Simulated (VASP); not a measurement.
# Mo (I4/mmm) in VASP: further runs

Mo is run at these levels: PBE; tasks: single point.

Program: VASP 6.6.1. These are calculated values, not measurements. Logs are shortened: lines on timing, memory, paths and dates and some standing lists are left out, and cuts for length are marked.

**1. The cell of the first run**

The structure is tetragonal, space group I4/mmm (No. 139). The conventional cell has a = 3.393 Å, b = 3.393 Å, c = 3.268 Å, α = 90.00°, β = 90.00°, γ = 90.00°. Within 3.8 Å of Mo (site symmetry 4/mmm) lie 14 Mo at 2.90 to 3.39 Å.

**2. Single point, PBE (strain +0.080 along x and y, +0.040 along z)**

Contents of INCAR:

```
SYSTEM = Mo
PREC = Accurate ; ENCUT = 520
EDIFF = 1E-6 ; ISMEAR = 0
SIGMA = 0.15 ; LREAL = .FALSE.
LASPH = .TRUE. ; NELM = 60
ALGO = Fast ; ISIF = 2
LWAVE = .FALSE. ; LCHARG = .FALSE.
GGA = PE ; NBANDS = 13
```

Contents of KPOINTS:

```
regular mesh
0
G
  22 22 22
  0 0 0
```

Contents of POSCAR:

```
Mo
1.0
   -1.6966800000      1.6966800000      1.6338400000
    1.6966800000     -1.6966800000      1.6338400000
    1.6966800000      1.6966800000     -1.6338400000
Mo
1
Direct
    0.0000000000      0.0000000000      0.0000000000
```

Potentials or basis: VASP PAW PBE potentials, release 64 (Mo_sv).

Command:

```bash
$ cat potpaw_PBE.64/Mo_sv/POTCAR > POTCAR
$ mpirun -np 1 vasp_std > vasp.out
```

OUTCAR:

```text
SYSTEM = Mo
   PREC = Accurate
   ENCUT = 520
   EDIFF = 1E-6
   ISMEAR = 0
   LREAL = .FALSE.
   LASPH = .TRUE.
   NELM = 60
   ISIF = 2
   GGA = PE

 ion  position               nearest neighbor table
   1  0.000  0.000  0.000-

  LATTYP: Found a body centered tetragonal cell.
 ALAT       =     3.3933600000
 C/A-ratio  =     0.9629629630

  Lattice vectors:

 A1 = (  -1.6966800000,   1.6966800000,   1.6338400000)
 A2 = (   1.6966800000,  -1.6966800000,   1.6338400000)
 A3 = (   1.6966800000,   1.6966800000,  -1.6338400000)

Analysis of symmetry for initial positions (statically):
=====================================================================
 Subroutine PRICEL returns:
 Original cell was already a primitive cell.

 Routine SETGRP: Setting up the symmetry group for a
 body centered tetragonal supercell.

 Subroutine GETGRP returns: Found 16 space group operations
 (whereof 16 operations were pure point group operations)
 out of a pool of 16 trial point group operations.

The static configuration has the point symmetry D_4h.

Analysis of symmetry for dynamics (positions and initial velocities):
=====================================================================
 Subroutine PRICEL returns:
 Original cell was already a primitive cell.

 Routine SETGRP: Setting up the symmetry group for a
 body centered tetragonal supercell.

 Subroutine GETGRP returns: Found 16 space group operations
 (whereof 16 operations were pure point group operations)
 out of a pool of 16 trial point group operations.

The dynamic configuration has the point symmetry D_4h.

 Subroutine INISYM returns: Found 16 space group operations
 (whereof 16 operations are pure point group operations),
 and found     1 'primitive' translations

----------------------------------------------------------------------------------------

                                     Primitive cell

  volume of cell :      18.8135

  direct lattice vectors                    reciprocal lattice vectors
    -1.696680000  1.696680000  1.633840000     0.000000000  0.294693165  0.306027518
     1.696680000 -1.696680000  1.633840000     0.294693165  0.000000000  0.306027518
     1.696680000  1.696680000 -1.633840000     0.294693165  0.294693165  0.000000000

  length of vectors
     2.902908746  2.902908746  2.902908746     0.424849272  0.424849272  0.416759071

  position of ions in fractional coordinates (direct lattice)
     0.000000000  0.000000000  0.000000000

  ion indices of the primitive-cell ions
   primitive index   ion index
                 1           1

----------------------------------------------------------------------------------------

 KPOINTS: regular mesh

Automatic generation of k-mesh.
 Grid dimensions read from file:
 generate k-points for:   22   22   22

 Generating k-lattice:

  Cartesian coordinates                     Fractional coordinates (reciprocal lattice)
     0.000000000  0.013395144  0.013910342     0.045454545  0.000000000  0.000000000
     0.013395144  0.000000000  0.013910342     0.000000000  0.045454545  0.000000000
     0.013395144  0.013395144  0.000000000     0.000000000  0.000000000  0.045454545

  Length of vectors
     0.019311331  0.019311331  0.018943594

  Shift w.r.t. Gamma in fractional coordinates (k-lattice)
     0.000000000  0.000000000  0.000000000

 Subroutine IBZKPT returns following result:
 ===========================================

 Found    834 irreducible k-points:

 Following reciprocal coordinates:
            Coordinates               Weight
  0.000000  0.000000  0.000000      1.000000
  0.045455  0.000000 -0.000000      8.000000
  0.090909  0.000000 -0.000000      8.000000
  0.136364  0.000000 -0.000000      8.000000
  0.181818  0.000000 -0.000000      8.000000
  0.227273  0.000000 -0.000000      8.000000
[... 16 lines left out ...]
  0.500000  0.045455  0.000000     16.000000
 -0.454545  0.045455  0.000000     16.000000
 [... further k-points ...]
   k-points           NKPTS =    834   k-points in BZ     NKDIM =    834   number of bands    NBANDS=     13
   number of dos      NEDOS =    301   number of ions     NIONS =      1
   total plane-waves  NPLWV =  13824
   dimension x,y,z NGX =    24 NGY =   24 NGZ =   24
   dimension x,y,z NGXF=    48 NGYF=   48 NGZF=   48
   ions per type =               1
   NGX,Y,Z   is equivalent  to a cutoff of  13.74, 13.74, 13.74 a.u.
   NGXF,Y,Z  is equivalent  to a cutoff of  27.49, 27.49, 27.49 a.u.
 SYSTEM =  Mo
   PREC   = accura    normal or accurate (medium, high low for compatibility)
   ISTART =      0    job   : 0-new  1-cont  2-samecut
   ICHARG =      2    charge: 1-file 2-atom 10-const
   ISPIN  =      1    spin polarized calculation?
   LNONCOLLINEAR =      F non collinear calculations
   LSORBIT =      F    spin-orbit coupling
   LASPH  =      T    aspherical Exc in radial PAW
   ENCUT  =  520.0 eV  38.22 Ry    6.18 a.u.   5.40  5.40  5.40*2*pi/ulx,y,z
   NELM   =     60;   NELMIN=  2; NELMDL= -5     # of ELM steps
   EDIFF  = 0.1E-05   stopping-criterion for ELM
   LREAL  =      F    real-space projection
   EDIFFG = 0.1E-04   stopping-criterion for IOM
   NSW    =      0    number of steps for IOM
   IBRION =     -1    ionic relax: 0-MD 1-quasi-New 2-CG
   NFREE  =      0    steps in history (QN), initial steepest desc. (CG)
   ISIF   =      2    stress and relaxation
   ISYM   =      2    0-nonsym 1-usesym 2-fastsym
   POTIM  = 0.5000    time-step for ionic-motion
   TEBEG  =    0.0;   TEEND  =   0.0 temperature during run
   PSTRESS=    0.0 pullay stress
   NELECT =      14.0000    total number of electrons
   NUPDOWN=      -1.0000    fix difference up-down
   EMIN   =  10.00;   EMAX   =-10.00  energy-range for DOS
   EFERMI =   0.00;   METHOD = LEGACY
   ISMEAR =     0;   SIGMA  =   0.15  broadening in eV -4-tet -1-fermi 0-gaus
   EFERMI_NEDOS =   21; number of points for ismear=-14 and -15
   IALGO  =     68    algorithm
   IMIX   =      4    mixing-type and parameters
     AMIX     =   0.40;   BMIX     =  1.00
     AMIX_MAG =   1.60;   BMIX_MAG =  1.00
  volume/ion in A,a.u.               =      18.81       126.96
  Fermi-wavevector in a.u.,A,eV,Ry     =   1.483523  2.803453 29.944266  2.200841
  Thomas-Fermi vector in A             =   2.597174
   LORBIT       =      0    0 simple, 1 ext, 2 COOP (PROOUT), +10 PAW based schemes
   GGA     = PE    functional components
   LHFCALC =     F    Hartree Fock is set to
   AEXX    =    0.0000 exact exchange contribution
   IVDW    =     0    specifies the selected vdW correction
   LEPSILON=     F    determine dielectric tensor
   LRPA    =     F    only Hartree local field effects (RPA)
 non-spin polarized calculation
 RMM-DIIS sequential band-by-band and
 Gauss-broadening in eV      SIGMA  =   0.15
  energy-cutoff  :      520.00
  volume of cell :       18.81
 maximum number of plane-waves:       521
 NGX is ok and might be reduce to    24
   NGX = 11   NGY = 11   NGZ = 11

 number of electron      14.0000000 magnetization

 Free energy of the ion-electron system (eV)
  ---------------------------------------------------
  ext. energy  EPLUGINS =         0.00000000
  ---------------------------------------------------
  free energy    TOTEN  =       -10.59166550 eV

  energy without entropy =      -10.58323183  energy(sigma->0) =      -10.58744867

 E-fermi :   9.8116     XC(G=0): -12.3746

 val. band max:        9.8071693956   @ k =  -0.2727  -0.3182   0.2273
 cond. band min:       9.8165351372   @ k =  -0.3182   0.4091   0.2727
 fundamental gap:      0.0093657416
 Fermi energy:         9.8116188682

 k-point     1 :       0.0000    0.0000    0.0000
  band No.  band energies     occupation
      1     -51.4912      2.00000
      2     -25.0815      2.00000
      3     -25.0815      2.00000
      4     -25.0650      2.00000
      5       3.2829      2.00000
      6       8.5482      2.00000
      7       8.8957      2.00000
      8       8.8957      2.00000
      9      10.9365      0.00000
     10      11.3591      0.00000
     11      24.1026      0.00000
     12      24.1026      0.00000
     13      24.7569      0.00000

 k-point     2 :       0.0455    0.0000   -0.0000
  band No.  band energies     occupation
      1     -51.4887      2.00000
      2     -25.0927      2.00000
      3     -25.0868      2.00000
      4     -25.0702      2.00000
      5       3.3594      2.00000
      6       8.5574      2.00000
      7       8.8874      2.00000
      8       8.9129      2.00000
      9      10.9297      0.00000
     10      11.3165      0.00000
     11      24.1930      0.00000
     12      24.2283      0.00000
     13      24.8161      0.00000

 k-point     3 :       0.0909    0.0000   -0.0000
  band No.  band energies     occupation
      1     -51.4815      2.00000
      2     -25.1373      2.00000
      3     -25.1025      2.00000
      4     -25.0734      2.00000
      5       3.5834      2.00000
      6       8.5131      2.00000
      7       8.8556      2.00000
      8       9.0404      2.00000
      9      10.9026      0.00000
     10      11.2247      0.00000
     11      24.4124      0.00000
     12      24.5980      0.00000
     13      24.9635      0.00000
[... 305 lines left out ...]
 k-point    23 :       0.5000    0.0455    0.0000
  band No.  band energies     occupation
      1     -51.3675      2.00000
      2     -25.8275      2.00000
      3     -25.3428      2.00000
      4     -25.0919      2.00000
      5       5.5810      2.00000
      6       7.1117      2.00000
      7      10.6793      0.00000
      8      11.1594      0.00000
      9      11.9011      0.00000
     10      13.5307      0.00000
     11      19.0747      0.00000
     12      21.3788      0.00000
     13      24.6390      0.00000

 k-point    24 :      -0.4545    0.0455    0.0000
  band No.  band energies     occupation
      1     -51.3725      2.00000
      2     -25.7984      2.00000
      3     -25.3324      2.00000
      4     -25.0910      2.00000
      5       5.6166      2.00000
      6       7.1670      2.00000
      7      10.2848      0.00001
      8      11.1702      0.00000
      9      11.7779      0.00000
     10      13.2291      0.00000
     11      19.6511      0.00000
     12      21.6089      0.00000
     13      25.0867      0.00000

 [... further k-points ...]

------------------------ aborting loop because EDIFF is reached ----------------------------------------

  FORCE on cell =-STRESS in cart. coord.  units (eV):
  Direction    XX          YY          ZZ          XY          YZ          ZX
  --------------------------------------------------------------------------------------
  -------------------------------------------------------------------------------------
  Total       -3.8934935     -3.8934935     -3.0099633      0.0000000      0.0000000     -0.0000000
  in kB     -331.5741279   -331.5741279   -256.3317385      0.0000000      0.0000000     -0.0000000
  external PRESSURE =    -306.4933314 kB  Pullay stress =       0.0000000 kB

 VOLUME and BASIS-vectors are now :
 -----------------------------------------------------------------------------
  energy-cutoff  :      520.00
  volume of cell :       18.81
      direct lattice vectors                 reciprocal lattice vectors
    -1.696680000  1.696680000  1.633840000     0.000000000  0.294693165  0.306027518
     1.696680000 -1.696680000  1.633840000     0.294693165  0.000000000  0.306027518
     1.696680000  1.696680000 -1.633840000     0.294693165  0.294693165  0.000000000

 POSITION                                       TOTAL-FORCE (eV/Angst)
 -----------------------------------------------------------------------------------
      0.00000      0.00000      0.00000         0.000000      0.000000      0.000000
 -----------------------------------------------------------------------------------
    total drift:                                0.000000      0.000000     -0.000000

  FREE ENERGIE OF THE ION-ELECTRON SYSTEM (eV)
  ---------------------------------------------------
  free  energy   TOTEN  =       -10.5916654989 eV

  energy  without entropy=      -10.5832318346  energy(sigma->0) =      -10.58744867
```

It took 4.1 min on 1 thread of Intel Xeon 8259CL, shared host; peak memory 0.3 GiB.

What came out:

* Free energy: -10.5917 eV
* Pressure: -30.6 GPa
* Band gap on the k mesh: zero (bands 7 and 8 overlap by 4.00 eV)

Stress tensor (GPa, compression positive):
```
-33.16   0.00   0.00
  0.00 -33.16   0.00
  0.00   0.00 -25.63
```

Caveat: the cell differs from its parent crystal (strain +0.080 along x and y, +0.040 along z); the stress differs along the axes, from -33 to -26 GPa.

**3. Single point, PBE (strain -0.080 along x and y, -0.040 along z)**

Contents of INCAR:

```
ALGO = Fast ; EDIFF = 1E-7
ENCUT = 520 ; GGA = PE
ISIF = 2 ; ISMEAR = 0
LASPH = True ; LCHARG = True
LELF = True ; LREAL = False
LVHAR = True ; LWAVE = False
NBANDS = 13 ; NELM = 60
PREC = Accurate ; SIGMA = 0.15
```

Contents of KPOINTS:

```
k-points
0
Gamma
  22 22 22
```

Contents of POSCAR:

```
Mo
1.0
   -1.4453200000      1.4453200000      1.5081600000
    1.4453200000     -1.4453200000      1.5081600000
    1.4453200000      1.4453200000     -1.5081600000
Mo
1
Direct
    0.0000000000      0.0000000000      0.0000000000
```

Potentials or basis: VASP PAW PBE potentials, release 64 (Mo_sv).

Command:

```bash
$ cat potpaw_PBE.64/Mo_sv/POTCAR > POTCAR
$ mpirun -np 1 vasp_std > vasp.out
```

It took 4.1 min on 1 thread of Intel Xeon 8259CL, shared host; peak memory 0.24 GiB.

The run converged. Its results:

* Free energy: -10.1336 eV
* Pressure: 94.6 GPa
* Band gap on the k mesh: zero (bands 7 and 8 overlap by 6.78 eV)

Stress tensor (GPa, compression positive):
```
101.31   0.00   0.00
  0.00 101.31   0.00
  0.00   0.00  81.04
```

Levels at points of the mesh, in eV from the Fermi level:
```tsv
k point	band 3	band 4	band 5	band 6	band 7	band 8	band 9	band 10	band 11	band 12
(0.00, 0.00, 0.00)	-34.06	-34.06	-7.81	-2.10	-2.10	-1.48	1.54	2.39	14.39	15.33
(0.50, 0.00, 0.00)	-34.85	-34.08	-6.76	-4.41	1.73	2.59	3.06	6.33	12.26	15.25
(0.50, 0.50, 0.00)	-34.95	-34.17	-6.90	-5.07	2.75	3.03	3.31	6.50	12.32	15.73
(0.50, 0.50, 0.50)	-35.78	-35.78	-7.47	-7.32	5.17	5.38	5.38	10.22	11.31	11.31
```

Caveat: the cell differs from its parent crystal (strain -0.080 along x and y, -0.040 along z); the stress differs along the axes, from 81 to 101 GPa.
